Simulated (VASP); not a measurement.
# KZnF3 in VASP: notebook

KZnF3 is run at these levels: PBE; tasks: single point.

Everything below comes from runs of VASP 6.6.1. Logs are shortened: lines on timing, memory, paths and dates and some standing lists are left out, and cuts for length are marked.

## 1. The cell of the first run

It takes space group Pm-3m (No. 221, cubic). The conventional cell has a = 3.848 Å, b = 3.848 Å, c = 3.848 Å, α = 90.00°, β = 90.00°, γ = 90.00°. K (site symmetry m-3m) has 12 F at 2.72 Å and 8 Zn at 3.33 Å within 3.6 Å. Within 2.6 Å of Zn (site symmetry m-3m) lie 6 F at 1.92 Å. F (site symmetry 4/mmm) has 2 Zn at 1.92 Å within 2.6 Å.

## 2. Single point, PBE (strain -0.050 along x and y, -0.050 along z)

Contents of INCAR:

```
ALGO     = Normal         # electronic algorithm
EDIFF    = 1E-6           # SCF threshold, eV
ENCUT    = 520            # plane-wave cutoff, eV
GGA      = PE             # functional
ISIF     = 2              # what is computed and relaxed
ISMEAR   = 0              # smearing method
LASPH    = T              # aspherical terms in the spheres
LCHARG   = F              # write CHGCAR
LREAL    = F              # projectors in reciprocal space
LWAVE    = F              # write WAVECAR
NBANDS   = 29             # bands
NELM     = 60             # most SCF steps
PREC     = Accurate       # precision mode
SIGMA    = 0.05           # smearing width, eV
```

Contents of KPOINTS:

```
k-points
0
Gamma
  6 6 6
```

Contents of POSCAR:

```
KZnF3
1.0
    3.8475000000      0.0000000000      0.0000000000
    0.0000000000      3.8475000000      0.0000000000
    0.0000000000      0.0000000000      3.8475000000
K Zn F
1 1 3
Direct
    0.0000000000      0.0000000000      0.0000000000
    0.5000000000      0.5000000000      0.5000000000
    0.5000000000      0.5000000000      0.0000000000
    0.0000000000      0.5000000000      0.5000000000
    0.5000000000      0.0000000000      0.5000000000
```

Potentials or basis: VASP PAW PBE potentials, release 64 (K_sv, Zn, F).

The run is started by

```console
cat potpaw_PBE.64/K_sv/POTCAR potpaw_PBE.64/Zn/POTCAR potpaw_PBE.64/F/POTCAR > POTCAR
mpirun -np 1 vasp_std > vasp.out
```

OUTCAR:

```text
EDIFF = 1E-6
   ENCUT = 520
   GGA = PE
   ISIF = 2
   ISMEAR = 0
   LASPH = T
   LREAL = F
   NELM = 60
   PREC = Accurate

 ion  position               nearest neighbor table
   1  0.000  0.000  0.000-   3 2.72   4 2.72   5 2.72   4 2.72   5 2.72   3 2.72   4 2.72   4 2.72
                             3 2.72   5 2.72   5 2.72   3 2.72   2 3.33   2 3.33   2 3.33   2 3.33
   2  0.500  0.500  0.500-   3 1.92   4 1.92   5 1.92   3 1.92   5 1.92   4 1.92   1 3.33   1 3.33
                             1 3.33   1 3.33   1 3.33   1 3.33   1 3.33   1 3.33
   3  0.500  0.500  0.000-   2 1.92   2 1.92   1 2.72   1 2.72   1 2.72   1 2.72
   4  0.000  0.500  0.500-   2 1.92   2 1.92   1 2.72   1 2.72   1 2.72   1 2.72
   5  0.500  0.000  0.500-   2 1.92   2 1.92   1 2.72   1 2.72   1 2.72   1 2.72

  LATTYP: Found a simple cubic cell.
 ALAT       =     3.8475000000

  Lattice vectors:

 A1 = (   3.8475000000,   0.0000000000,   0.0000000000)
 A2 = (   0.0000000000,   3.8475000000,   0.0000000000)
 A3 = (   0.0000000000,   0.0000000000,   3.8475000000)

Analysis of symmetry for initial positions (statically):
=====================================================================
 Subroutine PRICEL returns:
 Original cell was already a primitive cell.

 Routine SETGRP: Setting up the symmetry group for a
 simple cubic supercell.

 Subroutine GETGRP returns: Found 48 space group operations
 (whereof 48 operations were pure point group operations)
 out of a pool of 48 trial point group operations.

The static configuration has the point symmetry O_h .

Analysis of symmetry for dynamics (positions and initial velocities):
=====================================================================
 Subroutine PRICEL returns:
 Original cell was already a primitive cell.

 Routine SETGRP: Setting up the symmetry group for a
 simple cubic supercell.

 Subroutine GETGRP returns: Found 48 space group operations
 (whereof 48 operations were pure point group operations)
 out of a pool of 48 trial point group operations.

The dynamic configuration has the point symmetry O_h .

 Subroutine INISYM returns: Found 48 space group operations
 (whereof 48 operations are pure point group operations),
 and found     1 'primitive' translations

----------------------------------------------------------------------------------------

                                     Primitive cell

  volume of cell :      56.9555

  direct lattice vectors                    reciprocal lattice vectors
     3.847500000  0.000000000  0.000000000     0.259909032  0.000000000  0.000000000
     0.000000000  3.847500000  0.000000000     0.000000000  0.259909032  0.000000000
     0.000000000  0.000000000  3.847500000     0.000000000  0.000000000  0.259909032

  length of vectors
     3.847500000  3.847500000  3.847500000     0.259909032  0.259909032  0.259909032

  position of ions in fractional coordinates (direct lattice)
     0.000000000  0.000000000  0.000000000
     0.500000000  0.500000000  0.500000000
     0.500000000  0.500000000  0.000000000
     0.000000000  0.500000000  0.500000000
     0.500000000  0.000000000  0.500000000

  ion indices of the primitive-cell ions
   primitive index   ion index
                 1           1
                 2           2
                 3           3
                 4           4
                 5           5

----------------------------------------------------------------------------------------

 KPOINTS: k-points

Automatic generation of k-mesh.
 Grid dimensions read from file:
 generate k-points for:    6    6    6

 Generating k-lattice:

  Cartesian coordinates                     Fractional coordinates (reciprocal lattice)
     0.043318172  0.000000000  0.000000000     0.166666667  0.000000000  0.000000000
     0.000000000  0.043318172  0.000000000     0.000000000  0.166666667  0.000000000
     0.000000000  0.000000000  0.043318172     0.000000000  0.000000000  0.166666667

  Length of vectors
     0.043318172  0.043318172  0.043318172

  Shift w.r.t. Gamma in fractional coordinates (k-lattice)
     0.000000000  0.000000000  0.000000000

 Subroutine IBZKPT returns following result:
 ===========================================

 Found     20 irreducible k-points:

 Following reciprocal coordinates:
            Coordinates               Weight
  0.000000  0.000000  0.000000      1.000000
  0.166667  0.000000  0.000000      6.000000
  0.333333  0.000000  0.000000      6.000000
  0.500000  0.000000  0.000000      3.000000
  0.166667  0.166667  0.000000     12.000000
  0.333333  0.166667  0.000000     24.000000
[... 12 lines left out ...]
  0.500000  0.500000  0.333333      6.000000
  0.500000  0.500000  0.500000      1.000000
   k-points           NKPTS =     20   k-points in BZ     NKDIM =     20   number of bands    NBANDS=     29
   number of dos      NEDOS =    301   number of ions     NIONS =      5
   total plane-waves  NPLWV =  27000
   dimension x,y,z NGX =    30 NGY =   30 NGZ =   30
   dimension x,y,z NGXF=    60 NGYF=   60 NGZF=   60
   ions per type =               1   1   3
   NGX,Y,Z   is equivalent  to a cutoff of  12.96, 12.96, 12.96 a.u.
   NGXF,Y,Z  is equivalent  to a cutoff of  25.93, 25.93, 25.93 a.u.
 SYSTEM =  unknown system
   PREC   = accura    normal or accurate (medium, high low for compatibility)
   ISTART =      0    job   : 0-new  1-cont  2-samecut
   ICHARG =      2    charge: 1-file 2-atom 10-const
   ISPIN  =      1    spin polarized calculation?
   LNONCOLLINEAR =      F non collinear calculations
   LSORBIT =      F    spin-orbit coupling
   LASPH  =      T    aspherical Exc in radial PAW
   ENCUT  =  520.0 eV  38.22 Ry    6.18 a.u.   7.15  7.15  7.15*2*pi/ulx,y,z
   NELM   =     60;   NELMIN=  2; NELMDL= -5     # of ELM steps
   EDIFF  = 0.1E-05   stopping-criterion for ELM
   LREAL  =      F    real-space projection
[... 7 lines left out ...]
   TEBEG  =    0.0;   TEEND  =   0.0 temperature during run
   PSTRESS=    0.0 pullay stress
   NELECT =      42.0000    total number of electrons
   NUPDOWN=      -1.0000    fix difference up-down
   EMIN   =  10.00;   EMAX   =-10.00  energy-range for DOS
   EFERMI =   0.00;   METHOD = LEGACY
   ISMEAR =     0;   SIGMA  =   0.05  broadening in eV -4-tet -1-fermi 0-gaus
   EFERMI_NEDOS =   21; number of points for ismear=-14 and -15
   IALGO  =     38    algorithm
   IMIX   =      4    mixing-type and parameters
     AMIX     =   0.40;   BMIX     =  1.00
     AMIX_MAG =   1.60;   BMIX_MAG =  1.00
  volume/ion in A,a.u.               =      11.39        76.87
  Fermi-wavevector in a.u.,A,eV,Ry     =   1.479038  2.794976 29.763466  2.187553
  Thomas-Fermi vector in A             =   2.593245
   LORBIT       =      0    0 simple, 1 ext, 2 COOP (PROOUT), +10 PAW based schemes
   GGA     = PE    functional components
   LHFCALC =     F    Hartree Fock is set to
   AEXX    =    0.0000 exact exchange contribution
   IVDW    =     0    specifies the selected vdW correction
   LEPSILON=     F    determine dielectric tensor
   LRPA    =     F    only Hartree local field effects (RPA)
 non-spin polarized calculation
 Gauss-broadening in eV      SIGMA  =   0.05
  energy-cutoff  :      520.00
  volume of cell :       56.96
 maximum number of plane-waves:      1568
 NGX is ok and might be reduce to    30
   NGX = 15   NGY = 15   NGZ = 15

 number of electron      42.0000018 magnetization

 Free energy of the ion-electron system (eV)
  ---------------------------------------------------
  ext. energy  EPLUGINS =         0.00000000
  ---------------------------------------------------
  free energy    TOTEN  =       -19.43520545 eV

  energy without entropy =      -19.43520545  energy(sigma->0) =      -19.43520545

 E-fermi :   1.2868     XC(G=0): -10.7020

 val. band max:        1.0148919979   @ k =   0.5000   0.5000   0.5000
 cond. band min:       5.2258110406   @ k =   0.0000   0.0000   0.0000
 fundamental gap:      4.2109190427
 Fermi energy:         1.2868396930

 k-point     1 :       0.0000    0.0000    0.0000
  band No.  band energies     occupation
      1     -26.7755      2.00000
      2     -22.0431      2.00000
      3     -21.1956      2.00000
      4     -21.1956      2.00000
      5     -10.2858      2.00000
      6     -10.2858      2.00000
[... 21 lines left out ...]
     28      11.5228      0.00000
     29      16.1032      0.00000

 k-point     2 :       0.1667    0.0000    0.0000
  band No.  band energies     occupation
      1     -26.7614      2.00000
      2     -22.0067      2.00000
      3     -21.2363      2.00000
      4     -21.1924      2.00000
      5     -10.2701      2.00000
      6     -10.2632      2.00000
[... 21 lines left out ...]
     28      11.6214      0.00000
     29      15.8123      0.00000

 k-point     3 :       0.3333    0.0000    0.0000
  band No.  band energies     occupation
      1     -26.7329      2.00000
      2     -21.9253      2.00000
      3     -21.3277      2.00000
      4     -21.1868      2.00000
      5     -10.2384      2.00000
      6     -10.2172      2.00000
[... 21 lines left out ...]
     28      12.0026      0.00000
     29      15.0969      0.00000

 k-point     4 :       0.5000    0.0000    0.0000
  band No.  band energies     occupation
      1     -26.7184      2.00000
      2     -21.8767      2.00000
      3     -21.3805      2.00000
      4     -21.1834      2.00000
      5     -10.2225      2.00000
      6     -10.1936      2.00000
[... 21 lines left out ...]
     28      13.6230      0.00000
     29      13.6787      0.00000

 k-point     5 :       0.1667    0.1667    0.0000
  band No.  band energies     occupation
      1     -26.7485      2.00000
      2     -21.9669      2.00000
      3     -21.2533      2.00000
      4     -21.2119      2.00000
      5     -10.3018      2.00000
      6     -10.2413      2.00000
[... 21 lines left out ...]
     28      11.6933      0.00000
     29      15.3178      0.00000
[... 382 lines left out ...]
     28      12.7366      0.00000
     29      14.5640      0.00000

 k-point    18 :       0.5000    0.3333    0.3333
  band No.  band energies     occupation
      1     -26.6715      2.00000
      2     -21.5184      2.00000
      3     -21.4011      2.00000
      4     -21.3397      2.00000
      5     -10.4762      2.00000
      6     -10.4719      2.00000
[... 21 lines left out ...]
     28      13.6097      0.00000
     29      14.0196      0.00000

 k-point    19 :       0.5000    0.5000    0.3333
  band No.  band energies     occupation
      1     -26.6650      2.00000
      2     -21.4225      2.00000
      3     -21.3979      2.00000
      4     -21.3979      2.00000
      5     -10.5182      2.00000
      6     -10.5182      2.00000
[... 21 lines left out ...]
     28      13.6818      0.00000
     29      14.4473      0.00000

 k-point    20 :       0.5000    0.5000    0.5000
  band No.  band energies     occupation
      1     -26.6594      2.00000
      2     -21.3905      2.00000
      3     -21.3905      2.00000
      4     -21.3905      2.00000
      5     -10.5684      2.00000
      6     -10.5684      2.00000
[... 21 lines left out ...]
     28      13.6138      0.00000
     29      15.1397      0.00000

------------------------ aborting loop because EDIFF is reached ----------------------------------------

  FORCE on cell =-STRESS in cart. coord.  units (eV):
  Direction    XX          YY          ZZ          XY          YZ          ZX
  --------------------------------------------------------------------------------------
  -------------------------------------------------------------------------------------
  Total        8.9240334      8.9240334      8.9240334     -0.0000000      0.0000000      0.0000000
  in kB      251.0359286    251.0359286    251.0359286     -0.0000000      0.0000000      0.0000000
  external PRESSURE =     251.0359286 kB  Pullay stress =       0.0000000 kB

 VOLUME and BASIS-vectors are now :
 -----------------------------------------------------------------------------
  energy-cutoff  :      520.00
  volume of cell :       56.96
      direct lattice vectors                 reciprocal lattice vectors
     3.847500000  0.000000000  0.000000000     0.259909032  0.000000000  0.000000000
     0.000000000  3.847500000  0.000000000     0.000000000  0.259909032  0.000000000
     0.000000000  0.000000000  3.847500000     0.000000000  0.000000000  0.259909032

 POSITION                                       TOTAL-FORCE (eV/Angst)
 -----------------------------------------------------------------------------------
      0.00000      0.00000      0.00000         0.000000      0.000000      0.000000
      1.92375      1.92375      1.92375         0.000000      0.000000      0.000000
      1.92375      1.92375      0.00000         0.000000      0.000000      0.000000
      0.00000      1.92375      1.92375         0.000000      0.000000      0.000000
      1.92375      0.00000      1.92375         0.000000      0.000000      0.000000
 -----------------------------------------------------------------------------------
    total drift:                                0.000000      0.000000     -0.000000

  FREE ENERGIE OF THE ION-ELECTRON SYSTEM (eV)
  ---------------------------------------------------
  free  energy   TOTEN  =       -19.4352054498 eV

  energy  without entropy=      -19.4352054498  energy(sigma->0) =      -19.43520545
```

It took 20 s on 1 thread of Intel Xeon 6975P-C (Granite Rapids), shared host; peak memory 0.18 GiB.

What came out:

```yaml
Free_energy: -19.4352 eV
Pressure: 25.1 GPa
Band_gap_on_the_k_mesh: 4.21 eV, indirect (least direct gap 7.05 eV)
```

Caveat: the cell differs from its parent crystal (strain -0.050 along x and y, -0.050 along z). A k mesh can miss the band edges.

## 3. Single point, PBE (strain -0.025 along x and y, -0.025 along z)

Contents of INCAR:

```
SYSTEM = KZnF3
  PREC = Accurate
  ENCUT = 520
  EDIFF = 1E-7
  ISMEAR = 0
  SIGMA = 0.05
  LREAL = .False.
  LASPH = .True.
  NELM = 60
  ALGO = Normal
  ISIF = 2
  LWAVE = .False.
  LCHARG = .True.
  GGA = PE
  LELF = .True.
  LVHAR = .True.
  NBANDS = 29
```

Contents of KPOINTS:

```
Automatic mesh
0
Gamma
  6 6 6
  0 0 0
```

POSCAR: that of step 2 with these lines changed.

```diff
@@ -2,5 +2,5 @@
 1.0
-    3.8475000000      0.0000000000      0.0000000000
-    0.0000000000      3.8475000000      0.0000000000
-    0.0000000000      0.0000000000      3.8475000000
+    3.9487500000      0.0000000000      0.0000000000
+    0.0000000000      3.9487500000      0.0000000000
+    0.0000000000      0.0000000000      3.9487500000
 K Zn F
```

Potentials or basis: VASP PAW PBE potentials, release 64 (K_sv, Zn, F).

The run is started by

```console
cat potpaw_PBE.64/K_sv/POTCAR potpaw_PBE.64/Zn/POTCAR potpaw_PBE.64/F/POTCAR > POTCAR
mpirun -np 1 vasp_std > vasp.out
```

Wall time 23 s (1 thread of Intel Xeon 6975P-C (Granite Rapids), shared host); peak memory 0.18 GiB.

The run converged. Its results:

* Free energy: -19.9870 eV
* Pressure: 13.3 GPa
* Band gap on the k mesh: 3.99 eV, indirect (least direct gap 6.31 eV)

Levels at points of the mesh, in eV from the valence-band top:
```csv
k point,band 17,band 18,band 19,band 20,band 21,band 22,band 23,band 24,band 25,band 26
"(0.00, 0.00, 0.00)",-2.59,-2.59,-2.32,-2.32,-2.32,3.99,8.34,8.34,9.59,10.80
"(0.50, 0.00, 0.00)",-2.54,-2.54,-2.01,-2.01,-1.63,6.95,8.34,9.39,11.00,11.00
"(0.50, 0.50, 0.00)",-2.26,-2.10,-2.10,-1.97,0.00,8.32,10.04,10.40,10.40,11.31
"(0.50, 0.50, 0.50)",-1.95,-1.95,-1.95,0.00,0.00,8.29,8.29,8.29,10.85,12.41
```

Caveat: the cell differs from its parent crystal (strain -0.025 along x and y, -0.025 along z). A k mesh can miss the band edges.

## 4. Single point, PBE (strain +0.025 along x and y, +0.025 along z)

Contents of INCAR:

```
SYSTEM = KZnF3
PREC = Accurate ; ENCUT = 520
EDIFF = 1E-6 ; ISMEAR = 0
SIGMA = 0.05 ; LREAL = .FALSE.
LASPH = .TRUE. ; NELM = 100
ALGO = Normal ; ISIF = 2
LWAVE = .FALSE. ; LCHARG = .FALSE.
GGA = PE ; NBANDS = 29
```

Contents of KPOINTS:

```
Automatic mesh
0
G
  6 6 6
  0 0 0
```

POSCAR: that of step 3 with these lines changed.

```diff
@@ -2,5 +2,5 @@
 1.0
-    3.9487500000      0.0000000000      0.0000000000
-    0.0000000000      3.9487500000      0.0000000000
-    0.0000000000      0.0000000000      3.9487500000
+    4.1512500000      0.0000000000      0.0000000000
+    0.0000000000      4.1512500000      0.0000000000
+    0.0000000000      0.0000000000      4.1512500000
 K Zn F
```

The run is started by

```console
cat potpaw_PBE.64/K_sv/POTCAR potpaw_PBE.64/Zn/POTCAR potpaw_PBE.64/F/POTCAR > POTCAR
mpirun -np 1 vasp_std > vasp.out
```

Run time: 26 s. Hardware: 1 thread of Intel Xeon 6975P-C (Granite Rapids), shared host; peak memory 0.19 GiB.

Results (log left out):

```
Free energy            : -20.3313 eV
Pressure               : -0.9 GPa
Band gap on the k mesh : 3.61 eV, indirect (least direct gap 5.05 eV)
```

Levels at points of the mesh, in eV from the valence-band top:
| k point | band 18 | band 19 | band 20 | band 21 | band 22 | band 23 | band 24 | band 25 |
| --- | --- | --- | --- | --- | --- | --- | --- | --- |
| (0.00, 0.00, 0.00) | -1.60 | -1.44 | -1.44 | -1.44 | 3.61 | 8.99 | 8.99 | 9.22 |
| (0.50, 0.00, 0.00) | -1.58 | -1.54 | -1.40 | -1.40 | 6.20 | 8.23 | 9.85 | 11.11 |
| (0.50, 0.50, 0.00) | -1.48 | -1.48 | -1.11 | 0.00 | 7.70 | 9.91 | 9.91 | 10.15 |
| (0.50, 0.50, 0.50) | -1.09 | -1.09 | 0.00 | 0.00 | 8.51 | 8.51 | 8.51 | 9.63 |

Caveat: the cell differs from its parent crystal (strain +0.025 along x and y, +0.025 along z). A k mesh can miss the band edges.

(Part 1 of 2 ends here.)
